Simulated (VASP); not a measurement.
# Ta2H (P-4m2) in VASP: single point with PBEsol

Aim: the single point of Ta2H with PBEsol.

All numbers are computed with VASP 6.6.1; they aren't measurements. Logs are shortened: lines on timing, memory, paths and dates and some standing lists are left out, and cuts for length are marked.

## (1) The cell of the first run

Symmetry: P-4m2, No. 115, tetragonal system. The conventional cell has a = 3.372 Å, b = 3.372 Å, c = 3.410 Å, α = 90.00°, β = 90.00°, γ = 90.00°. Ta (site symmetry 2mm) has 2 H at 1.90 Å within 2.5 Å. Within 2.5 Å of H (site symmetry -4m2) lie 4 Ta at 1.90 Å.

## (2) Single point, PBEsol

File INCAR:

```
ALGO = Normal
EDIFF = 1E-6
ENCUT = 520
GGA = PS
ISIF = 2
ISMEAR = 1
LASPH = True
LCHARG = False
LREAL = False
LWAVE = False
NBANDS = 18
NELM = 100
PREC = Accurate
SIGMA = 0.1
```

File KPOINTS:

```
k-points
0
Gamma
  6 6 6
```

File POSCAR:

```
Ta2H
1.0
    3.3724360000      0.0000000000      0.0000000000
    0.0000000000      3.3724360000      0.0000000000
    0.0000000000      0.0000000000      3.4101120000
Ta H
2 1
Direct
    0.5000000000      0.0000000000      0.7413230000
    0.0000000000      0.5000000000      0.2586770000
    0.0000000000      0.0000000000      0.0000000000
```

Potentials or basis: VASP PAW PBE potentials, release 64 (Ta_pv, H).

On the command line:

```bash
$ cat potpaw_PBE.64/Ta_pv/POTCAR potpaw_PBE.64/H/POTCAR > POTCAR
$ mpirun -np 1 vasp_std > vasp.out
```

OUTCAR:

```text
EDIFF = 1E-6
   ENCUT = 520
   GGA = PS
   ISIF = 2
   ISMEAR = 1
   LASPH = True
   LREAL = False
   NELM = 100
   PREC = Accurate

 ion  position               nearest neighbor table
   1  0.500  0.000  0.741-   3 1.90   3 1.90   2 2.90   2 2.90   2 2.90   2 2.90   2 2.97   2 2.97
                             2 2.97   2 2.97
   2  0.000  0.500  0.259-   3 1.90   3 1.90   1 2.90   1 2.90   1 2.90   1 2.90   1 2.97   1 2.97
                             1 2.97   1 2.97
   3  0.000  0.000  0.000-   1 1.90   2 1.90   2 1.90   1 1.90

  LATTYP: Found a simple tetragonal cell.
 ALAT       =     3.3724360000
 C/A-ratio  =     1.0111717465

  Lattice vectors:

 A1 = (   3.3724360000,   0.0000000000,   0.0000000000)
 A2 = (   0.0000000000,   3.3724360000,   0.0000000000)
 A3 = (   0.0000000000,   0.0000000000,   3.4101120000)

Analysis of symmetry for initial positions (statically):
=====================================================================
 Subroutine PRICEL returns:
 Original cell was already a primitive cell.

 Routine SETGRP: Setting up the symmetry group for a
 simple tetragonal supercell.

 Subroutine GETGRP returns: Found  8 space group operations
 (whereof  8 operations were pure point group operations)
 out of a pool of 16 trial point group operations.

The static configuration has the point symmetry D_2d.

Analysis of symmetry for dynamics (positions and initial velocities):
=====================================================================
 Subroutine PRICEL returns:
 Original cell was already a primitive cell.

 Routine SETGRP: Setting up the symmetry group for a
 simple tetragonal supercell.

 Subroutine GETGRP returns: Found  8 space group operations
 (whereof  8 operations were pure point group operations)
 out of a pool of 16 trial point group operations.

The dynamic configuration has the point symmetry D_2d.

 Subroutine INISYM returns: Found  8 space group operations
 (whereof  8 operations are pure point group operations),
 and found     1 'primitive' translations

----------------------------------------------------------------------------------------

                                     Primitive cell

  volume of cell :      38.7843

  direct lattice vectors                    reciprocal lattice vectors
     3.372436000  0.000000000  0.000000000     0.296521565  0.000000000  0.000000000
     0.000000000  3.372436000  0.000000000     0.000000000  0.296521565  0.000000000
     0.000000000  0.000000000  3.410112000     0.000000000  0.000000000  0.293245500

  length of vectors
     3.372436000  3.372436000  3.410112000     0.296521565  0.296521565  0.293245500

  position of ions in fractional coordinates (direct lattice)
     0.500000000  0.000000000  0.741323000
     0.000000000  0.500000000  0.258677000
     0.000000000  0.000000000  0.000000000

  ion indices of the primitive-cell ions
   primitive index   ion index
                 1           1
                 2           2
                 3           3

----------------------------------------------------------------------------------------

 KPOINTS: k-points

Automatic generation of k-mesh.
 Grid dimensions read from file:
 generate k-points for:    6    6    6

 Generating k-lattice:

  Cartesian coordinates                     Fractional coordinates (reciprocal lattice)
     0.049420261  0.000000000  0.000000000     0.166666667  0.000000000  0.000000000
     0.000000000  0.049420261  0.000000000     0.000000000  0.166666667  0.000000000
     0.000000000  0.000000000  0.048874250     0.000000000  0.000000000  0.166666667

  Length of vectors
     0.049420261  0.049420261  0.048874250

  Shift w.r.t. Gamma in fractional coordinates (k-lattice)
     0.000000000  0.000000000  0.000000000

 Subroutine IBZKPT returns following result:
 ===========================================

 Found     40 irreducible k-points:

 Following reciprocal coordinates:
            Coordinates               Weight
  0.000000  0.000000  0.000000      1.000000
  0.166667  0.000000  0.000000      4.000000
  0.333333  0.000000  0.000000      4.000000
  0.500000  0.000000  0.000000      2.000000
  0.166667  0.166667  0.000000      4.000000
  0.333333  0.166667  0.000000      8.000000
[... 16 lines left out ...]
  0.333333  0.000000  0.333333      8.000000
  0.500000  0.000000  0.333333      4.000000
 [... further k-points ...]
   k-points           NKPTS =     40   k-points in BZ     NKDIM =     40   number of bands    NBANDS=     18
   number of dos      NEDOS =    301   number of ions     NIONS =      3
   total plane-waves  NPLWV =  21952
   dimension x,y,z NGX =    28 NGY =   28 NGZ =   28
   dimension x,y,z NGXF=    56 NGYF=   56 NGZF=   56
   ions per type =               2   1
   NGX,Y,Z   is equivalent  to a cutoff of  13.80, 13.80, 13.65 a.u.
   NGXF,Y,Z  is equivalent  to a cutoff of  27.61, 27.61, 27.30 a.u.
 SYSTEM =  unknown system
   PREC   = accura    normal or accurate (medium, high low for compatibility)
   ISTART =      0    job   : 0-new  1-cont  2-samecut
   ICHARG =      2    charge: 1-file 2-atom 10-const
   ISPIN  =      1    spin polarized calculation?
   LNONCOLLINEAR =      F non collinear calculations
   LSORBIT =      F    spin-orbit coupling
   LASPH  =      T    aspherical Exc in radial PAW
   ENCUT  =  520.0 eV  38.22 Ry    6.18 a.u.   6.27  6.27  6.34*2*pi/ulx,y,z
   NELM   =    100;   NELMIN=  2; NELMDL= -5     # of ELM steps
   EDIFF  = 0.1E-05   stopping-criterion for ELM
   LREAL  =      F    real-space projection
   EDIFFG = 0.1E-04   stopping-criterion for IOM
   NSW    =      0    number of steps for IOM
   IBRION =     -1    ionic relax: 0-MD 1-quasi-New 2-CG
   NFREE  =      0    steps in history (QN), initial steepest desc. (CG)
   ISIF   =      2    stress and relaxation
   ISYM   =      2    0-nonsym 1-usesym 2-fastsym
   POTIM  = 0.5000    time-step for ionic-motion
   TEBEG  =    0.0;   TEEND  =   0.0 temperature during run
   PSTRESS=    0.0 pullay stress
   NELECT =      23.0000    total number of electrons
   NUPDOWN=      -1.0000    fix difference up-down
   EMIN   =  10.00;   EMAX   =-10.00  energy-range for DOS
   EFERMI =   0.00;   METHOD = LEGACY
   ISMEAR =     1;   SIGMA  =   0.10  broadening in eV -4-tet -1-fermi 0-gaus
   EFERMI_NEDOS =   21; number of points for ismear=-14 and -15
   IALGO  =     38    algorithm
   IMIX   =      4    mixing-type and parameters
     AMIX     =   0.40;   BMIX     =  1.00
     AMIX_MAG =   1.60;   BMIX_MAG =  1.00
  volume/ion in A,a.u.               =      12.93        87.24
  Fermi-wavevector in a.u.,A,eV,Ry     =   1.375410  2.599147 25.738847  1.891752
  Thomas-Fermi vector in A             =   2.500748
   LORBIT       =      0    0 simple, 1 ext, 2 COOP (PROOUT), +10 PAW based schemes
   GGA     = PS    functional components
   LHFCALC =     F    Hartree Fock is set to
   AEXX    =    0.0000 exact exchange contribution
   IVDW    =     0    specifies the selected vdW correction
   LEPSILON=     F    determine dielectric tensor
   LRPA    =     F    only Hartree local field effects (RPA)
 non-spin polarized calculation
 Methfessel and Paxton  Order N= 1 SIGMA  =   0.10
  energy-cutoff  :      520.00
  volume of cell :       38.78
 maximum number of plane-waves:      1064
 NGX is ok and might be reduce to    28
   NGX = 13   NGY = 13   NGZ = 13

 number of electron      22.9999998 magnetization

 Free energy of the ion-electron system (eV)
  ---------------------------------------------------
  ext. energy  EPLUGINS =         0.00000000
  ---------------------------------------------------
  free energy    TOTEN  =       -28.84983938 eV

  energy without entropy =      -28.84829640  energy(sigma->0) =      -28.84932505

 E-fermi :   5.2246     XC(G=0): -12.6038

 val. band max:        5.2219438564   @ k =   0.3333   0.0000   0.5000
 cond. band min:       5.2318826487   @ k =   0.5000   0.1667   0.0000
 fundamental gap:      0.0099387923
 Fermi energy:         5.2246131072

 k-point     1 :       0.0000    0.0000    0.0000
  band No.  band energies     occupation
      1     -28.8424      2.00000
      2     -28.8389      2.00000
      3     -28.8389      2.00000
      4     -28.1536      2.00000
      5     -28.1536      2.00000
      6     -28.1493      2.00000
[... 10 lines left out ...]
     17      11.2215      0.00000
     18      11.3228      0.00000

 k-point     2 :       0.1667    0.0000    0.0000
  band No.  band energies     occupation
      1     -28.8481      2.00000
      2     -28.7946      2.00000
      3     -28.7928      2.00000
      4     -28.2473      2.00000
      5     -28.1944      2.00000
      6     -28.1921      2.00000
[... 10 lines left out ...]
     17      10.6867      0.00000
     18      11.1594      0.00000

 k-point     3 :       0.3333    0.0000    0.0000
  band No.  band energies     occupation
      1     -28.8407      2.00000
      2     -28.6786      2.00000
      3     -28.6643      2.00000
      4     -28.4522      2.00000
      5     -28.3121      2.00000
      6     -28.3034      2.00000
[... 10 lines left out ...]
     17       9.3740      0.00000
     18       9.7500      0.00000

 k-point     4 :       0.5000    0.0000    0.0000
  band No.  band energies     occupation
      1     -28.8063      2.00000
      2     -28.5978      2.00000
      3     -28.5768      2.00000
      4     -28.4895      2.00000
      5     -28.4685      2.00000
      6     -28.4016      2.00000
[... 375 lines left out ...]
      4     -28.5014      2.00000
      5     -28.3183      2.00000
      6     -28.1989      2.00000
[... 10 lines left out ...]
     17      10.1329      0.00000
     18      10.8543      0.00000

 k-point    23 :       0.3333    0.0000    0.3333
  band No.  band energies     occupation
      1     -29.0788      2.00000
      2     -28.8762      2.00000
      3     -28.6028      2.00000
      4     -28.3597      2.00000
      5     -28.3412      2.00000
      6     -28.1466      2.00000
[... 10 lines left out ...]
     17      10.7241      0.00000
     18      11.9294      0.00000

 k-point    24 :       0.5000    0.0000    0.3333
  band No.  band energies     occupation
      1     -29.1228      2.00000
      2     -28.9801      2.00000
      3     -28.5649      2.00000
      4     -28.3902      2.00000
      5     -28.2473      2.00000
      6     -28.1647      2.00000
[... 10 lines left out ...]
     17      11.1100      0.00000
     18      11.3570      0.00000

 [... further k-points ...]

------------------------ aborting loop because EDIFF is reached ----------------------------------------

  FORCE on cell =-STRESS in cart. coord.  units (eV):
  Direction    XX          YY          ZZ          XY          YZ          ZX
  --------------------------------------------------------------------------------------
  -------------------------------------------------------------------------------------
  Total       -0.9041207     -0.9041207     -1.0571645      0.0000000      0.0000000      0.0000000
  in kB      -37.3491648    -37.3491648    -43.6713970      0.0000000      0.0000000      0.0000000
  external PRESSURE =     -39.4565756 kB  Pullay stress =       0.0000000 kB

 VOLUME and BASIS-vectors are now :
 -----------------------------------------------------------------------------
  energy-cutoff  :      520.00
  volume of cell :       38.78
      direct lattice vectors                 reciprocal lattice vectors
     3.372436000  0.000000000  0.000000000     0.296521565  0.000000000  0.000000000
     0.000000000  3.372436000  0.000000000     0.000000000  0.296521565  0.000000000
     0.000000000  0.000000000  3.410112000     0.000000000  0.000000000  0.293245500

 POSITION                                       TOTAL-FORCE (eV/Angst)
 -----------------------------------------------------------------------------------
      1.68622      0.00000      2.52799        -0.000000     -0.000000     -0.074094
      0.00000      1.68622      0.88212         0.000000     -0.000000      0.074094
      0.00000      0.00000      0.00000        -0.000000      0.000000      0.000000
 -----------------------------------------------------------------------------------
    total drift:                                0.000000      0.000000     -0.000000

  FREE ENERGIE OF THE ION-ELECTRON SYSTEM (eV)
  ---------------------------------------------------
  free  energy   TOTEN  =       -28.8498393772 eV

  energy  without entropy=      -28.8482964032  energy(sigma->0) =      -28.84932505
```

Run time: 13 s. Hardware: 1 thread of Intel Xeon 6975P-C (Granite Rapids), shared host; peak memory 0.16 GiB.

What came out:

| Property | Result |
| --- | --- |
| Free energy | -28.8498 eV |
| Pressure | -3.9 GPa |
| Largest force | 0.074 eV/Å |

Forces on the atoms (eV/Å):
```
Ta   0.000  0.000 -0.074
Ta   0.000  0.000  0.074
H    0.000  0.000  0.000
```

Caveat: the PAW data sets were made with another functional, which shifts forces and pressure a little; spin-orbit coupling is left out, which moves the levels of the heavy elements.
